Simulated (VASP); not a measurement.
## SnTe: single point with BLYP+D4

The system is SnTe.

```
Te Sn
1.0
     0.00000    3.21265    3.21265
     3.21265    0.00000    3.21265
     3.21265    3.21265    0.00000
Te Sn
1 1
Direct
  0.50000 0.50000 0.50000
  0.00000 0.00000 0.00000
```

```
Program                : VASP 6.6.1
Task                   : single point
Functional             : BLYP
Dispersion             : D4
Potentials or basis    : VASP PAW PBE potentials, release 64 (Te, Sn_d)
Cutoff                 : 520 eV
k mesh                 : 7 × 7 × 7
Occupations            : fermi-dirac, width 0.05 eV
Spin                   : no spin polarisation
Dipole correction      : no
Further INCAR settings : ALGO = Normal; EDIFF = 1e-06; NBANDS = 17
```

```json
{"Pressure": "-0.4 GPa", "Dispersion energy per atom": "-0.782 eV"}
```

Levels at points of the mesh, in eV from the Fermi level:
| k point | band 7 | band 8 | band 9 | band 10 | band 11 | band 12 | band 13 | band 14 |
| --- | --- | --- | --- | --- | --- | --- | --- | --- |
| (0.00, 0.00, 0.00) | -5.10 | -2.06 | -2.06 | -2.06 | 3.08 | 3.08 | 3.08 | 5.02 |

Wall time 61 s on 1 thread of AMD EPYC 7R43 64-Core Processor (Zen 3), with other jobs on the host, peak memory 0.17 GiB.

Caveat: this odd mesh misses L, where the gap lies, so gap, dielectric constants and Born charges aren't listed; the PAW data sets were made with another functional, which shifts forces and pressure a little; spin-orbit coupling is left out, which moves the levels of the heavy elements.
